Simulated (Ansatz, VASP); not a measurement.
**C: VASP beside Ansatz**

```xyz
8
Lattice="3.5715 0.0000 0.0000 0.0000 -3.5715 0.0000 0.0000 0.0000 -3.5715" Properties=species:S:1:pos:R:3 pbc="T T T"
C     1.7857    0.0000   -0.0500
C     0.0000   -1.7857    0.0000
C     0.0000    0.0000   -1.7857
C     1.7857   -1.7857   -1.7857
C     2.6786   -2.6786   -2.6786
C     0.8929   -0.8929   -2.6786
C     0.8929   -2.6786   -0.8929
C     2.6786   -0.8929   -0.8929
```

Alike in both runs: task single point; functional PBE; k mesh 6 × 6 × 6; occupations gaussian, width 0.05 eV; no spin polarisation.

```csv
,VASP,Ansatz
version,VASP 6.6.1,Ansatz 0.2.0
potentials or method,"VASP PAW PBE potentials, release 64 (C), cutoff 520 eV","scalar-relativistic, plane waves, PAW"
valence electrons in the cell,32,32
```

|  | VASP | Ansatz | Ansatz less VASP |
| --- | --- | --- | --- |
| gap on the k mesh at the Fermi level (eV) | 3.94 | 3.94 | +0.007 |
| least direct gap on the mesh (eV) | 4.33 | 4.34 | +0.007 |
| pressure (GPa) | 1.0 | 0.3 | -0.66 |
| traceless stress, the component that is largest in VASP (GPa) | -0.53 | -0.49 | +0.048 |
| rms of the force components (eV/Å) | 0.507 | 0.504 | -0.0028 |

Atom by atom the forces differ by 0.003 eV/Å (rms over components).
